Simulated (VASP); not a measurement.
Set up this calculation in VASP 6.6.1, as the native input.

| Quantity | Value |
| --- | --- |
| Task | single point |
| Functional | LDA |
| Potentials or basis | VASP PAW LDA potentials, release 64 (C, H) |
| Cutoff | 520 eV |
| k mesh | 6 × 4 × 1 |
| Occupations | gaussian, width 0.05 eV |
| Spin | no spin polarisation |
| Dipole correction | yes |
| Further INCAR settings | LREAL = Auto; ALGO = Normal; EDIFF = 1e-07; NBANDS = 68 |

The structure of HC12 lies in POSCAR:

```
HC12
1.0
    4.8892663280      0.0000000000      0.0000000000
   -2.4446331640      6.7739291692      0.0000000000
    0.0000000000      0.0000000000     22.7684096771
C H
24 2
Direct
    0.4020794403      0.3041588806      0.1756820110
    0.4020794403      0.8041588805      0.1756820110
    0.9020794403      0.3041588806      0.1756820110
    0.9020794403      0.8041588805      0.1756820110
    0.1630408159      0.3260816317      0.2059829668
    0.1630408159      0.8260816317      0.2059829668
    0.6630408159      0.3260816317      0.2059829668
    0.6630408159      0.8260816317      0.2059829668
    0.1846395683      0.3692791367      0.2666259491
    0.1846395683      0.8692791367      0.2666259491
    0.6846395683      0.3692791367      0.2666259491
    0.6846395683      0.8692791367      0.2666259491
    0.4461625696      0.3923265051      0.2960492075
    0.4461625696      0.8923265051      0.2960492075
    0.9461625696      0.3923265051      0.2960492075
    0.9461625696      0.8923265051      0.2960492075
    0.4715644646      0.4431294558      0.3591099590
    0.4715644646      0.9431294558      0.3591099590
    0.9715644646      0.4431294558      0.3591099590
    0.9715644646      0.9431294558      0.3591099590
    0.2327030006      0.4654044969      0.3851129614
    0.2327030006      0.9654044969      0.3851129614
    0.7327030006      0.4654044969      0.3851129614
    0.7327030006      0.9654044969      0.3851129614
    0.2327030006      0.8834082800      0.4470408703
    0.2327030006      1.0474007138      0.4470408703
```

The input as run:

INCAR

```
PREC     = Accurate       # precision mode
ENCUT    = 520            # plane-wave cutoff, eV
EDIFF    = 1E-7           # SCF threshold, eV
ISMEAR   = 0              # smearing method
SIGMA    = 0.05           # smearing width, eV
LREAL    = Auto         
LASPH    = T              # aspherical terms in the spheres
NELM     = 100            # most SCF steps
ALGO     = Normal         # electronic algorithm
ISIF     = 2              # what is computed and relaxed
LWAVE    = F              # write WAVECAR
LCHARG   = F              # write CHGCAR
LDIPOL   = T            
IDIPOL   = 3            
DIPOL    = 0.5 0.5 0.294
GGA      = CA             # functional
NBANDS   = 68             # bands
```

KPOINTS

```
Automatic mesh
0
Gamma
  6 4 1
```

Potentials or basis: VASP PAW LDA potentials, release 64 (C, H).

The run is started by

```console
$ cat potpaw_LDA.64/C/POTCAR potpaw_LDA.64/H/POTCAR > POTCAR
$ mpirun -np 1 vasp_std > vasp.out
```

Results of the run:

| Property | Result |
| --- | --- |
| Largest force | 5.148 eV/Å |

Wall time 35 min on 1 thread of Intel(R) Xeon(R) Platinum 8259CL CPU @ 2.50GHz (Skylake/Cascade Lake), on a shared host, peak memory 0.8 GiB.
